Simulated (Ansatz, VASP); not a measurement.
## Pd in VASP and in Ansatz

Contents of INCAR:

```
PREC = Accurate
ENCUT = 500
EDIFF = 1E-6
ISMEAR = -1
SIGMA = 0.1
LREAL = F
LASPH = T
NELM = 200
ALGO = Normal
ISIF = 2
LWAVE = F
LCHARG = F
ISPIN = 2
MAGMOM = 0
LORBIT = 11
LMAXMIX = 4
GGA = PE
NBANDS = 15
GGA_COMPAT = F
```

KPOINTS

```
regular mesh
0
Gamma
  8 8 8
```

Contents of POSCAR:

```
Pd
1.0
   -1.4900000000      1.4900000000      1.4900000000
    1.4900000000     -1.4900000000      1.4900000000
    1.4900000000      1.4900000000     -1.4900000000
Pd
1
Direct
    0.0000000000      0.0000000000      0.0000000000
```

Input for Ansatz:

```yaml
crystal:
  lattice:
    - [-1.49, 1.49, 1.49]
    - [1.49, -1.49, 1.49]
    - [1.49, 1.49, -1.49]
  atoms:
    - { symbol: Pd, position: [0, 0, 0] }
kpoints:
  mp_grid: { grid: [8, 8, 8], shift: [0, 0, 0] }
hamiltonian:
  xc: pbe
  pseudopotentials: { kind: paw }
magnetization:
  spin_polarized: true
scf:
  occupations: { method: fermi_dirac }
```

Alike in both runs: task single point; functional PBE; k mesh 8 × 8 × 8; collinear spin.

|  | VASP | Ansatz |
| --- | --- | --- |
| version | VASP 6.6.1 | Ansatz 0.2 development build |
| potentials or method | VASP PAW PBE potentials, release 64 (Pd) | PAW hard, scalar-relativistic |
| plane-wave cutoff (eV) | 500 | 600 |
| occupations | fermi-dirac, width 0.1 eV | fermi-dirac |

|  | VASP | Ansatz | Ansatz less VASP |
| --- | --- | --- | --- |
| net moment per atom (μB) | 0.00 | 0.00 | 0.000 |

The k mesh is coarse, so the values compare programs but aren't converged.
